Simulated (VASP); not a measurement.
Here is a VASP 6.6.1 calculation.

The input INCAR:

```
SYSTEM = Cu3Te
  PREC = Accurate
  ENCUT = 520
  EDIFF = 1E-7
  ISMEAR = -1
  SIGMA = 0.2
  LREAL = .FALSE.
  LASPH = .TRUE.
  NELM = 100
  ALGO = Normal
  ISIF = 2
  LWAVE = .FALSE.
  LCHARG = .FALSE.
  GGA = PE
  NBANDS = 28
```

The input KPOINTS:

```
regular mesh
0
G
  6 6 6
  0 0 0
```

The input POSCAR:

```
Cu3Te
1.0
    3.8660952710      0.0000000000      0.0000000000
    0.0000000000      3.8660952710      0.0000000000
    0.0000000000      0.0000000000      3.8660952710
Cu Te
3 1
Direct
    0.0000000000      0.5000000000      0.5000000000
    0.5000000000      0.0000000000      0.5000000000
    0.5000000000      0.5000000000      0.0000000000
    0.0000000000      0.0000000000      0.0000000000
```

Potentials or basis: VASP PAW PBE potentials, release 64 (Cu, Te).

Command:

```console
$ cat potpaw_PBE.64/Cu/POTCAR potpaw_PBE.64/Te/POTCAR > POTCAR
$ mpirun -np 1 vasp_std > vasp.out
```

(1) Predict the band gap on the k mesh.

(2) Estimate the pressure.

## Answers

(1) zero (an odd number of electrons rules out a gap without spin polarisation).

(2) 8.4 GPa.

Caveat: the cell stands under pressure; spin-orbit coupling is left out, which moves the levels of the heavy elements.
